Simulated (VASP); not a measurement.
A run of VASP 6.6.1 is set up as follows.

File INCAR:

```
SYSTEM = GaSb
ALGO = Normal
EDIFF = 1E-6
ENCUT = 520
GGA = PE
ISIF = 2
ISMEAR = 0
LASPH = .True.
LCHARG = .False.
LREAL = .False.
LWAVE = .False.
NBANDS = 16
NELM = 60
PREC = Accurate
SIGMA = 0.15
```

Contents of KPOINTS:

```
k-points
0
Gamma
  14 14 14
  0 0 0
```

The input POSCAR:

```
GaSb
1.0
    0.0000000000      3.0895900000      3.0590000000
    3.0590000000      0.0000000000      3.0590000000
    3.0590000000      3.0895900000      0.0000000000
Ga Sb
1 1
Direct
    0.0000000000      0.0000000000      0.0000000000
    0.7500000000      0.7500000000      0.7500000000
```

Potentials or basis: VASP PAW PBE potentials, release 64 (Ga_d, Sb).

Command:

```sh
$ cat potpaw_PBE.64/Ga_d/POTCAR potpaw_PBE.64/Sb/POTCAR > POTCAR
$ mpirun -np 1 vasp_std > vasp.out
```

Predict the pressure.

1.9 GPa.

Estimate the band gap on the k mesh.

zero (filled and empty bands touch).

Stress tensor (GPa, compression positive):
```
2.00 0.00 0.00
0.00 1.57 0.00
0.00 0.00 2.00
```

Caveat: the cell differs from its parent crystal (strain +0.0100 x Voigt [0, 1, 0, 0, 0, 0]); spin-orbit coupling is left out, which moves the levels of the heavy elements.
